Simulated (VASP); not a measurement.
# SiGe4 in VASP: a series of runs, part 2 of 2

VASP 6.6.1. Earlier steps stand in the parts before.

### 4 Single point, PBE

INCAR reads:

```
PREC     = Accurate       # precision mode
ENCUT    = 520            # plane-wave cutoff, eV
EDIFF    = 1E-6           # SCF threshold, eV
ISMEAR   = 0              # smearing method
SIGMA    = 0.1            # smearing width, eV
LREAL    = F              # projectors in reciprocal space
LASPH    = T              # aspherical terms in the spheres
NELM     = 60             # most SCF steps
ALGO     = Fast           # electronic algorithm
ISIF     = 2              # what is computed and relaxed
LWAVE    = F              # write WAVECAR
LCHARG   = F              # write CHGCAR
LDIPOL   = T            
IDIPOL   = 3            
DIPOL    = 0.5 0.5 0.346
GGA      = PE             # functional
NBANDS   = 38             # bands
```

KPOINTS reads:

```
Automatic mesh
0
Gamma
  9 9 1
```

POSCAR reads:

```
SiGe4
1.0
    4.0740542171      0.0000000000      0.0000000000
   -2.0370271085      3.5282344484      0.0000000000
    0.0000000000      0.0000000000     19.7403205846
Ge Si
4 1
Direct
    0.3333333333      0.6666666667      0.2026309544
    0.0000000000      0.0000000000      0.2447585800
    0.0000000000      0.0000000000      0.3792011874
    0.6666666667      0.3333333333      0.4174360061
    1.3333333333      0.5555555556      0.4876275811
```

Potentials or basis: VASP PAW PBE potentials, release 64 (Ge_d, Si).

The run is started by

```
$ cat potpaw_PBE.64/Ge_d/POTCAR potpaw_PBE.64/Si/POTCAR > POTCAR
$ mpirun -np 1 vasp_std > vasp.out
```

OUTCAR:

```text
PREC = Accurate
   ENCUT = 520
   EDIFF = 1E-6
   ISMEAR = 0
   LREAL = F
   LASPH = T
   NELM = 60
   ISIF = 2
   GGA = PE

 ion  position               nearest neighbor table
   1  0.333  0.667  0.203-   2 2.49   2 2.49   2 2.49
   2  0.000  0.000  0.245-   1 2.49   1 2.49   1 2.49   3 2.65
   3  0.000  0.000  0.379-   4 2.47   4 2.47   4 2.47   2 2.65   5 2.91
   4  0.667  0.333  0.417-   5 2.41   3 2.47   3 2.47   3 2.47   5 2.77
   5  0.333  0.556  0.488-   4 2.41   4 2.77   3 2.91

  LATTYP: Found a hexagonal cell.
 ALAT       =     4.0740542171
 C/A-ratio  =     4.8453750325

  Lattice vectors:

 A1 = (   4.0740542171,   0.0000000000,   0.0000000000)
 A2 = (  -2.0370271085,   3.5282344484,   0.0000000000)
 A3 = (   0.0000000000,   0.0000000000,  19.7403205846)

Analysis of symmetry for initial positions (statically):
=====================================================================
 Subroutine PRICEL returns:
 Original cell was already a primitive cell.

 Routine SETGRP: Setting up the symmetry group for a
 hexagonal supercell.

 Subroutine GETGRP returns: Found  1 space group operations
 (whereof  1 operations were pure point group operations)
 out of a pool of 24 trial point group operations.

The static configuration has the point symmetry C_1 .

Analysis of symmetry for dynamics (positions and initial velocities):
=====================================================================
 Subroutine PRICEL returns:
 Original cell was already a primitive cell.

 Routine SETGRP: Setting up the symmetry group for a
 hexagonal supercell.

 Subroutine GETGRP returns: Found  1 space group operations
 (whereof  1 operations were pure point group operations)
 out of a pool of 24 trial point group operations.

The dynamic configuration has the point symmetry C_1 .

 Subroutine INISYM returns: Found  1 space group operations
[... 128 lines left out ...]
   GGA     = PE    functional components
   LHFCALC =     F    Hartree Fock is set to
   AEXX    =    0.0000 exact exchange contribution
   IVDW    =     0    specifies the selected vdW correction
   LEPSILON=     F    determine dielectric tensor
   LRPA    =     F    only Hartree local field effects (RPA)
 non-spin polarized calculation
 RMM-DIIS sequential band-by-band and
 Gauss-broadening in eV      SIGMA  =   0.10
  energy-cutoff  :      520.00
  volume of cell :      283.75
 maximum number of plane-waves:      7693
   NGX = 15   NGY = 15   NGZ = 73

 dipolmoment           0.000000      0.000000      0.069920 electrons x Angstroem

 number of electron      59.9999957 magnetization

 dipolmoment           0.000000      0.000000     -0.016749 electrons x Angstroem

 Free energy of the ion-electron system (eV)
  ---------------------------------------------------
  ext. energy  EPLUGINS =         0.00000000
  ---------------------------------------------------
  free energy    TOTEN  =       -20.31878041 eV

  energy without entropy =      -20.30981212  energy(sigma->0) =      -20.31429626

 E-fermi :  -0.8181     XC(G=0):  -4.6619

 val. band max:       -0.8554523521   @ k =  -0.2222   0.1111   0.0000
 cond. band min:      -0.7819471877   @ k =   0.4444  -0.0000   0.0000
 fundamental gap:      0.0735051643
 Fermi energy:        -0.8181093729

 k-point     1 :       0.0000    0.0000    0.0000
  band No.  band energies     occupation
      1     -25.7834      2.00000
      2     -25.7761      2.00000
      3     -25.7320      2.00000
      4     -25.7293      2.00000
      5     -25.7263      2.00000
      6     -25.4853      2.00000
[... 973 lines left out ...]
     37       4.3863      0.00000
     38       4.5892      0.00000

 [... further k-points ...]

------------------------ aborting loop because EDIFF is reached ----------------------------------------

 vacuum level on the upper side and lower side of the slab       (xc-potential included)        -0.243        -0.001

  FORCE on cell =-STRESS in cart. coord.  units (eV):
  Direction    XX          YY          ZZ          XY          YZ          ZX
  --------------------------------------------------------------------------------------
  -------------------------------------------------------------------------------------
  Total        1.6003220      0.9483060      0.3610975     -0.2597978      0.4343822     -0.4132626
  in kB        9.0360684      5.3545214      2.0389035     -1.4669242      2.4526986     -2.3334485
  external PRESSURE =       5.4764978 kB  Pullay stress =       0.0000000 kB

 VOLUME and BASIS-vectors are now :
 -----------------------------------------------------------------------------
  energy-cutoff  :      520.00
  volume of cell :      283.75
      direct lattice vectors                 reciprocal lattice vectors
     4.074054217  0.000000000  0.000000000     0.245455742  0.141713939  0.000000000
    -2.037027108  3.528234448  0.000000000     0.000000000  0.283427877  0.000000000
     0.000000000  0.000000000 19.740320585     0.000000000  0.000000000  0.050657739

 POSITION                                       TOTAL-FORCE (eV/Angst)
 -----------------------------------------------------------------------------------
     -0.00000      2.35216      4.00000         0.025180     -0.026650      0.279023
      0.00000      0.00000      4.83161        -0.013977      0.044644     -0.275014
      0.00000      0.00000      7.48555        -0.360100     -0.018714     -0.854384
      2.03703      1.17608      8.24032         0.800595     -0.330795      0.852737
      0.22634      1.96013      9.62592        -0.451699      0.331516     -0.002362
 -----------------------------------------------------------------------------------
    total drift:                                0.000031     -0.000007     -0.000949

  FREE ENERGIE OF THE ION-ELECTRON SYSTEM (eV)
  ---------------------------------------------------
  free  energy   TOTEN  =       -20.3187804091 eV

  energy  without entropy=      -20.3098121209  energy(sigma->0) =      -20.31429626

 vacuum level on the upper side and lower side of the slab         3.536         3.795
```

Wall time 19 min (1 thread of Oxide Virtual Turin-like, shared host); peak memory 0.54 GiB.

What came out:

```yaml
Free_energy: -20.3188 eV
Largest_force: 1.216 eV/Å
Band_gap_on_the_k_mesh: zero (filled and empty bands overlap)
```

Forces on the atoms (eV/Å):
```
Ge   0.025 -0.027  0.279
Ge  -0.014  0.045 -0.275
Ge  -0.360 -0.019 -0.854
Ge   0.801 -0.331  0.853
Si  -0.452  0.332 -0.002
```

### 5 Single point, PBE

INCAR reads:

```
  PREC = Accurate
  ENCUT = 520
  EDIFF = 1E-6
  ISMEAR = 0
  SIGMA = 0.1
  LREAL = F
  LASPH = T
  NELM = 60
  ALGO = Fast
  ISIF = 2
  LWAVE = F
  LCHARG = T
  LDIPOL = T
  IDIPOL = 3
  DIPOL = 0.5 0.5 0.353
  GGA = PE
  LELF = T
  LVHAR = T
  LVACPOTAV = T
  NBANDS = 38
```

KPOINTS is that of step 4.

POSCAR: that of step 4 with these lines changed.

```diff
@@ -12,2 +12,2 @@
     0.6666666667      0.3333333333      0.4174360061
-    1.3333333333      0.5555555556      0.4876275811
+    0.8888888889      1.2222222222      0.5224128696
```

The run is started by

```
$ cat potpaw_PBE.64/Ge_d/POTCAR potpaw_PBE.64/Si/POTCAR > POTCAR
$ mpirun -np 1 vasp_std > vasp.out
```

Run time: 21 min. Hardware: 1 thread of Oxide Virtual Turin-like, shared host; peak memory 0.53 GiB.

Results (log left out):

```
Free energy            : -20.1682 eV
Largest force          : 0.701 eV/Å
Band gap on the k mesh : zero (bands 30 and 31 overlap by 0.69 eV)
```

Forces in eV/Å, atoms in the order of the input:
```
Ge  -0.052  0.031  0.281
Ge  -0.024  0.030 -0.234
Ge   0.235 -0.153 -0.642
Ge  -0.272  0.195  0.599
Si   0.112 -0.103 -0.004
```

Levels at points of the mesh, in eV from the Fermi level:
| k point | band 26 | band 27 | band 28 | band 29 | band 30 | band 31 | band 32 | band 33 | band 34 | band 35 |
| --- | --- | --- | --- | --- | --- | --- | --- | --- | --- | --- |
| (0.00, 0.00, 0.00) | -1.28 | -0.89 | -0.31 | -0.05 | -0.02 | 0.79 | 0.97 | 1.60 | 2.41 | 3.14 |

### 6 Summary

```csv
cell,further INCAR settings,gap on the mesh (eV),largest force (eV/Å)
"as given, atomic positions A",ALGO = Fast; EDIFF = 1e-06; NBANDS = 38,none,0.70
"as given, atomic positions B",ALGO = Fast; EDIFF = 1e-07; NBANDS = 38,none,1.33
"as given, atomic positions C",ALGO = Fast; EDIFF = 1e-06; NBANDS = 38,none,1.22
```

Alike in all rows: task single point; level PBE; potentials or basis VASP PAW PBE potentials, release 64 (Ge_d, Si); no spin polarisation; k mesh 9 × 9 × 1; cutoff (eV) 520; smearing gaussian 0.1 eV.

Absolute energies hang on the potentials; compare differences alone.

The gap in the log of VASP goes by the Fermi energy; the results here count the filled bands.